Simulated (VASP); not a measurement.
Runs of VASP 6.6.1 on PbF2. The structure is cubic, space group Fm-3m (No. 225). Conventional cell: a = 5.921 Å, b = 5.921 Å, c = 5.921 Å, α = 90.00°, β = 90.00°, γ = 90.00°. Within 3.4 Å of Pb (site symmetry m-3m) lie 8 F at 2.56 Å. F (site symmetry -43m) has 4 Pb at 2.56 Å and 6 F at 2.96 Å within 3.4 Å. 

| level | potentials or basis | k mesh | gap on the mesh (eV) | pressure (GPa) |
| --- | --- | --- | --- | --- |
| PBE | VASP PAW PBE potentials, release 64 (Pb_d, F) | 6 × 6 × 6 | 4.44 | 2.7 |
| r2SCAN | VASP PAW PBE potentials, release 64 (Pb_d, F) | 4 × 4 × 4 | 4.93 | -0.1 |
| PBE | VASP PAW PBE potentials, release 64 (Pb_d, F) | 4 × 4 × 4 | (b) | 2.7 |
| LDA | VASP PAW LDA potentials, release 64 (Pb_d, F) | 4 × 4 × 4 | 4.22 | (a) |

Alike in all rows: task single point; no spin polarisation; cell as given; cutoff (eV) 520; smearing gaussian 0.01 eV.

Task: Fill in the values left out.

Result: (a) -4.3; (b) 4.42.

Caveats: some runs use coarse meshes; spin-orbit coupling is left out, which moves the levels of the heavy elements; the PAW data sets were made with another functional, which shifts forces and pressure a little (some runs).

A k mesh can miss the band edges, and the runs leave out spin-orbit coupling on Pb.
